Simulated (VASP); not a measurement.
# B6Pd (Pm-3) in VASP: notebook

B6Pd is run at these levels: PBE; tasks: single point.

Program: VASP 6.6.1. These are calculated values, not measurements. Logs are shortened: lines on timing, memory, paths and dates and some standing lists are left out, and cuts for length are marked.

### Step 1. The cell of the first run

It takes space group Pm-3 (No. 200, cubic). The conventional cell has a = 3.859 Å, b = 3.859 Å, c = 3.859 Å, α = 90.00°, β = 90.00°, γ = 90.00°. Within 2.4 Å of B (site symmetry mm2) lie 10 B at 1.62 to 2.37 Å and 2 Pd at 2.09 Å. Pd (site symmetry m-3) has 12 B at 2.09 Å within 2.8 Å.

The cell was generated, and may not be a known phase.

### Step 2. Single point, PBE

Contents of INCAR:

```
SYSTEM = B6Pd
PREC = Accurate
ENCUT = 520
EDIFF = 1E-6
ISMEAR = 0
SIGMA = 0.1
LREAL = .FALSE.
LASPH = .TRUE.
NELM = 80
ALGO = Normal
ISIF = 2
LWAVE = .FALSE.
LCHARG = .FALSE.
GGA = PE
NBANDS = 23
```

Contents of KPOINTS:

```
regular mesh
0
G
  4 4 4
  0 0 0
```

Contents of POSCAR:

```
B6Pd
1.0
    3.8590143600      0.0000000000      0.0000000000
    0.0000000000      3.8590143600      0.0000000000
    0.0000000000      0.0000000000      3.8590143600
B Pd
6 1
Direct
    0.2897388000      0.0000000000      0.5000000000
    0.7102612000      0.0000000000      0.5000000000
    0.5000000000      0.2897388000      0.0000000000
    0.5000000000      0.7102612000      0.0000000000
    0.0000000000      0.5000000000      0.2897388000
    0.0000000000      0.5000000000      0.7102612000
    0.5000000000      0.5000000000      0.5000000000
```

Potentials or basis: VASP PAW PBE potentials, release 64 (B, Pd).

On the command line:

```
$ cat potpaw_PBE.64/B/POTCAR potpaw_PBE.64/Pd/POTCAR > POTCAR
$ mpirun -np 1 vasp_std > vasp.out
```

OUTCAR:

```text
SYSTEM = B6Pd
   PREC = Accurate
   ENCUT = 520
   EDIFF = 1E-6
   ISMEAR = 0
   LREAL = .FALSE.
   LASPH = .TRUE.
   NELM = 80
   ISIF = 2
   GGA = PE

 ion  position               nearest neighbor table
   1  0.290  0.000  0.500-   2 1.62   7 2.09   7 2.09
   2  0.710  0.000  0.500-   1 1.62   7 2.09   7 2.09
   3  0.500  0.290  0.000-   4 1.62   7 2.09   7 2.09
   4  0.500  0.710  0.000-   3 1.62   7 2.09   7 2.09
   5  0.000  0.500  0.290-   6 1.62   7 2.09   7 2.09
   6  0.000  0.500  0.710-   5 1.62   7 2.09   7 2.09
   7  0.500  0.500  0.500-   1 2.09   2 2.09   3 2.09   4 2.09   5 2.09   6 2.09   3 2.09   4 2.09
                             1 2.09   2 2.09   5 2.09   6 2.09

  LATTYP: Found a simple cubic cell.
 ALAT       =     3.8590143600

  Lattice vectors:

 A1 = (   3.8590143600,   0.0000000000,   0.0000000000)
 A2 = (   0.0000000000,   3.8590143600,   0.0000000000)
 A3 = (   0.0000000000,   0.0000000000,   3.8590143600)

Analysis of symmetry for initial positions (statically):
=====================================================================
 Subroutine PRICEL returns:
 Original cell was already a primitive cell.

 Routine SETGRP: Setting up the symmetry group for a
 simple cubic supercell.

 Subroutine GETGRP returns: Found 24 space group operations
 (whereof 24 operations were pure point group operations)
 out of a pool of 48 trial point group operations.

The static configuration has the point symmetry T_h .

Analysis of symmetry for dynamics (positions and initial velocities):
=====================================================================
 Subroutine PRICEL returns:
 Original cell was already a primitive cell.

 Routine SETGRP: Setting up the symmetry group for a
 simple cubic supercell.

 Subroutine GETGRP returns: Found 24 space group operations
 (whereof 24 operations were pure point group operations)
 out of a pool of 48 trial point group operations.

The dynamic configuration has the point symmetry T_h .

 Subroutine INISYM returns: Found 24 space group operations
 (whereof 24 operations are pure point group operations),
 and found     1 'primitive' translations

----------------------------------------------------------------------------------------

                                     Primitive cell

  volume of cell :      57.4684

  direct lattice vectors                    reciprocal lattice vectors
     3.859014360  0.000000000  0.000000000     0.259133527  0.000000000  0.000000000
     0.000000000  3.859014360  0.000000000     0.000000000  0.259133527  0.000000000
     0.000000000  0.000000000  3.859014360     0.000000000  0.000000000  0.259133527

  length of vectors
     3.859014360  3.859014360  3.859014360     0.259133527  0.259133527  0.259133527

  position of ions in fractional coordinates (direct lattice)
     0.289738800  0.000000000  0.500000000
     0.710261200  0.000000000  0.500000000
     0.500000000  0.289738800  0.000000000
     0.500000000  0.710261200  0.000000000
     0.000000000  0.500000000  0.289738800
     0.000000000  0.500000000  0.710261200
     0.500000000  0.500000000  0.500000000

  ion indices of the primitive-cell ions
   primitive index   ion index
                 1           1
                 2           2
                 3           3
                 4           4
                 5           5
                 6           6
                 7           7

----------------------------------------------------------------------------------------

 KPOINTS: regular mesh

Automatic generation of k-mesh.
 Grid dimensions read from file:
 generate k-points for:    4    4    4

 Generating k-lattice:

  Cartesian coordinates                     Fractional coordinates (reciprocal lattice)
     0.064783382  0.000000000  0.000000000     0.250000000  0.000000000  0.000000000
     0.000000000  0.064783382  0.000000000     0.000000000  0.250000000  0.000000000
     0.000000000  0.000000000  0.064783382     0.000000000  0.000000000  0.250000000

  Length of vectors
     0.064783382  0.064783382  0.064783382

  Shift w.r.t. Gamma in fractional coordinates (k-lattice)
     0.000000000  0.000000000  0.000000000

 Subroutine IBZKPT returns following result:
 ===========================================

 Found     11 irreducible k-points:

 Following reciprocal coordinates:
            Coordinates               Weight
  0.000000  0.000000  0.000000      1.000000
  0.250000  0.000000  0.000000      6.000000
  0.500000  0.000000  0.000000      3.000000
  0.250000  0.250000  0.000000     12.000000
  0.500000  0.250000  0.000000      6.000000
 -0.250000  0.500000  0.000000      6.000000
  0.500000  0.500000  0.000000      3.000000
  0.250000  0.250000  0.250000      8.000000
  0.500000  0.250000  0.250000     12.000000
  0.500000  0.500000  0.250000      6.000000
  0.500000  0.500000  0.500000      1.000000
   k-points           NKPTS =     11   k-points in BZ     NKDIM =     11   number of bands    NBANDS=     23
   number of dos      NEDOS =    301   number of ions     NIONS =      7
   total plane-waves  NPLWV =  27000
   dimension x,y,z NGX =    30 NGY =   30 NGZ =   30
   dimension x,y,z NGXF=    60 NGYF=   60 NGZF=   60
   ions per type =               6   1
   NGX,Y,Z   is equivalent  to a cutoff of  12.92, 12.92, 12.92 a.u.
   NGXF,Y,Z  is equivalent  to a cutoff of  25.85, 25.85, 25.85 a.u.
 SYSTEM =  B6Pd
   PREC   = accura    normal or accurate (medium, high low for compatibility)
   ISTART =      0    job   : 0-new  1-cont  2-samecut
   ICHARG =      2    charge: 1-file 2-atom 10-const
   ISPIN  =      1    spin polarized calculation?
   LNONCOLLINEAR =      F non collinear calculations
   LSORBIT =      F    spin-orbit coupling
   LASPH  =      T    aspherical Exc in radial PAW
   ENCUT  =  520.0 eV  38.22 Ry    6.18 a.u.   7.18  7.18  7.18*2*pi/ulx,y,z
   NELM   =     80;   NELMIN=  2; NELMDL= -5     # of ELM steps
   EDIFF  = 0.1E-05   stopping-criterion for ELM
   LREAL  =      F    real-space projection
[... 7 lines left out ...]
   TEBEG  =    0.0;   TEEND  =   0.0 temperature during run
   PSTRESS=    0.0 pullay stress
   NELECT =      28.0000    total number of electrons
   NUPDOWN=      -1.0000    fix difference up-down
   EMIN   =  10.00;   EMAX   =-10.00  energy-range for DOS
   EFERMI =   0.00;   METHOD = LEGACY
   ISMEAR =     0;   SIGMA  =   0.10  broadening in eV -4-tet -1-fermi 0-gaus
   EFERMI_NEDOS =   21; number of points for ismear=-14 and -15
   IALGO  =     38    algorithm
   IMIX   =      4    mixing-type and parameters
     AMIX     =   0.40;   BMIX     =  1.00
     AMIX_MAG =   1.60;   BMIX_MAG =  1.00
  volume/ion in A,a.u.               =       8.21        55.40
  Fermi-wavevector in a.u.,A,eV,Ry     =   1.288203  2.434351 22.578433  1.659468
  Thomas-Fermi vector in A             =   2.420171
   LORBIT       =      0    0 simple, 1 ext, 2 COOP (PROOUT), +10 PAW based schemes
   GGA     = PE    functional components
   LHFCALC =     F    Hartree Fock is set to
   AEXX    =    0.0000 exact exchange contribution
   IVDW    =     0    specifies the selected vdW correction
   LEPSILON=     F    determine dielectric tensor
   LRPA    =     F    only Hartree local field effects (RPA)
 non-spin polarized calculation
 Gauss-broadening in eV      SIGMA  =   0.10
  energy-cutoff  :      520.00
  volume of cell :       57.47
 maximum number of plane-waves:      1568
 NGX is ok and might be reduce to    30
   NGX = 15   NGY = 15   NGZ = 15

 number of electron      28.0000002 magnetization

 Free energy of the ion-electron system (eV)
  ---------------------------------------------------
  ext. energy  EPLUGINS =         0.00000000
  ---------------------------------------------------
  free energy    TOTEN  =       -31.68079670 eV

  energy without entropy =      -31.65243637  energy(sigma->0) =      -31.66661653

 E-fermi :   9.3602     XC(G=0): -12.2591

 val. band max:        9.3555825575   @ k =   0.2500   0.2500   0.0000
 cond. band min:       9.3662925730   @ k =  -0.2500   0.5000   0.0000
 fundamental gap:      0.0107100155
 Fermi energy:         9.3602374278

 k-point     1 :       0.0000    0.0000    0.0000
  band No.  band energies     occupation
      1      -6.8452      2.00000
      2      -3.0501      2.00000
      3      -3.0501      2.00000
      4       1.0748      2.00000
      5       1.0748      2.00000
      6       1.0748      2.00000
[... 15 lines left out ...]
     22      12.8523      0.00000
     23      12.8523      0.00000

 k-point     2 :       0.2500    0.0000    0.0000
  band No.  band energies     occupation
      1      -6.3554      2.00000
      2      -3.1956      2.00000
      3      -2.9281      2.00000
      4       0.1863      2.00000
      5       0.5368      2.00000
      6       0.8615      2.00000
[... 15 lines left out ...]
     22      13.9895      0.00000
     23      14.3081      0.00000

 k-point     3 :       0.5000    0.0000    0.0000
  band No.  band energies     occupation
      1      -5.5289      2.00000
      2      -3.9109      2.00000
      3      -2.8342      2.00000
      4      -0.2375      2.00000
      5       0.4722      2.00000
      6       0.7399      2.00000
[... 15 lines left out ...]
     22      14.3754      0.00000
     23      15.0957      0.00000
[... 157 lines left out ...]
 k-point    10 :       0.5000    0.5000    0.2500
  band No.  band energies     occupation
      1      -3.3898      2.00000
      2      -2.6387      2.00000
      3      -2.5513      2.00000
      4      -1.7373      2.00000
      5      -0.5297      2.00000
      6      -0.2674      2.00000
[... 15 lines left out ...]
     22      14.2888      0.00000
     23      15.0157      0.00000

 k-point    11 :       0.5000    0.5000    0.5000
  band No.  band energies     occupation
      1      -1.9121      2.00000
      2      -1.9121      2.00000
      3      -1.9121      2.00000
      4      -1.4619      2.00000
      5      -1.4619      2.00000
      6      -1.4619      2.00000
[... 15 lines left out ...]
     22      14.0566      0.00000
     23      16.1301      0.00000

------------------------ aborting loop because EDIFF is reached ----------------------------------------

  FORCE on cell =-STRESS in cart. coord.  units (eV):
  Direction    XX          YY          ZZ          XY          YZ          ZX
  --------------------------------------------------------------------------------------
  -------------------------------------------------------------------------------------
  Total       14.1755595     14.1755595     14.1755595      0.0000000      0.0000000     -0.0000000
  in kB      395.2042519    395.2042519    395.2042519      0.0000000      0.0000000     -0.0000000
  external PRESSURE =     395.2042519 kB  Pullay stress =       0.0000000 kB

 VOLUME and BASIS-vectors are now :
 -----------------------------------------------------------------------------
  energy-cutoff  :      520.00
  volume of cell :       57.47
      direct lattice vectors                 reciprocal lattice vectors
     3.859014360  0.000000000  0.000000000     0.259133527  0.000000000  0.000000000
     0.000000000  3.859014360  0.000000000     0.000000000  0.259133527  0.000000000
     0.000000000  0.000000000  3.859014360     0.000000000  0.000000000  0.259133527

 POSITION                                       TOTAL-FORCE (eV/Angst)
 -----------------------------------------------------------------------------------
      1.11811      0.00000      1.92951        -4.823265      0.000000     -0.000000
      2.74091      0.00000      1.92951         4.823265      0.000000     -0.000000
      1.92951      1.11811      0.00000        -0.000000     -4.823265     -0.000000
      1.92951      2.74091      0.00000        -0.000000      4.823265     -0.000000
      0.00000      1.92951      1.11811        -0.000000      0.000000     -4.823265
      0.00000      1.92951      2.74091        -0.000000      0.000000      4.823265
      1.92951      1.92951      1.92951        -0.000000      0.000000     -0.000000
 -----------------------------------------------------------------------------------
    total drift:                                0.000000      0.000000     -0.000000

  FREE ENERGIE OF THE ION-ELECTRON SYSTEM (eV)
  ---------------------------------------------------
  free  energy   TOTEN  =       -31.6807966963 eV

  energy  without entropy=      -31.6524363689  energy(sigma->0) =      -31.66661653
```

It took 14 s on 1 thread of Intel Xeon Platinum 8488C (Sapphire Rapids), shared host; peak memory 0.17 GiB.

Results:

| Property | Result |
| --- | --- |
| Free energy | -31.6808 eV |
| Pressure | 39.5 GPa |
| Largest force | 4.823 eV/Å |
| Band gap on the k mesh | zero (bands 14 and 15 overlap by 2.15 eV) |

Forces on the atoms (eV/Å):
```
B   -4.823  0.000  0.000
B    4.823  0.000  0.000
B    0.000 -4.823  0.000
B    0.000  4.823  0.000
B    0.000  0.000 -4.823
B    0.000  0.000  4.823
Pd   0.000  0.000  0.000
```

Caveat: the k points lie up to 0.41 Å⁻¹ apart, too coarse for converged energies and pressures of a metal; forces of over 1 eV/Å act on the atoms, so gaps and moduli don't describe the material at rest.

### Step 3. Single point, PBE

This run uses another cell than the first one, of 8.47 Å³/atom.

Contents of INCAR:

```
  ALGO = Normal
  EDIFF = 1E-6
  ENCUT = 520
  GGA = PE
  ISIF = 2
  ISMEAR = 0
  LASPH = T
  LCHARG = T
  LELF = T
  LREAL = F
  LVHAR = T
  LWAVE = F
  NBANDS = 23
  NELM = 60
  PREC = Accurate
  SIGMA = 0.1
```

Contents of KPOINTS:

```
k-points
0
Gamma
  4 4 4
```

Contents of POSCAR:

```
B6Pd
1.0
    3.8999653456      0.0000000000      0.0000000000
    0.0000000000      3.8999653456      0.0000000000
    0.0000000000      0.0000000000      3.8999653456
B Pd
6 1
Direct
    0.2114506654      0.0000000000      0.5000000000
    0.7885493346      0.0000000000      0.5000000000
    0.5000000000      0.2114506654      0.0000000000
    0.5000000000      0.7885493346      0.0000000000
    0.0000000000      0.5000000000      0.2114506654
    0.0000000000      0.5000000000      0.7885493346
    0.5000000000      0.5000000000      0.5000000000
```

Potentials or basis: VASP PAW PBE potentials, release 64 (B, Pd).

On the command line:

```
$ cat potpaw_PBE.64/B/POTCAR potpaw_PBE.64/Pd/POTCAR > POTCAR
$ mpirun -np 1 vasp_std > vasp.out
```

Wall time 16 s (1 thread of Intel Xeon Platinum 8488C (Sapphire Rapids), shared host); peak memory 0.16 GiB.

Results (log left out):

```yaml
Free_energy: -36.7354 eV
Pressure: 0.0 GPa
Largest_force: 0.017 eV/Å
Band_gap_on_the_k_mesh: zero (bands 14 and 15 overlap by 3.98 eV)
```

Forces on the atoms (eV/Å):
```
B    0.017  0.000  0.000
B   -0.017  0.000  0.000
B    0.000  0.017  0.000
B    0.000 -0.017  0.000
B    0.000  0.000  0.017
B    0.000  0.000 -0.017
Pd   0.000  0.000  0.000
```

Levels at points of the mesh, in eV from the Fermi level:
| k point | band 12 | band 13 | band 14 | band 15 | band 16 | band 17 |
| --- | --- | --- | --- | --- | --- | --- |
| (0.00, 0.00, 0.00) | -4.29 | 1.02 | 1.02 | 1.02 | 1.23 | 1.23 |
| (0.50, 0.00, 0.00) | -3.17 | -2.02 | -1.30 | 0.09 | 0.36 | 3.43 |
| (0.50, 0.50, 0.00) | -2.25 | -1.89 | -1.79 | -0.25 | 1.80 | 2.79 |
| (0.50, 0.50, 0.50) | -4.69 | -4.69 | 3.73 | 3.73 | 3.73 | 4.35 |

Caveat: the k points lie up to 0.40 Å⁻¹ apart, too coarse for converged energies and pressures of a metal.

The gap in the log of VASP goes by the Fermi energy; the results here count the filled bands.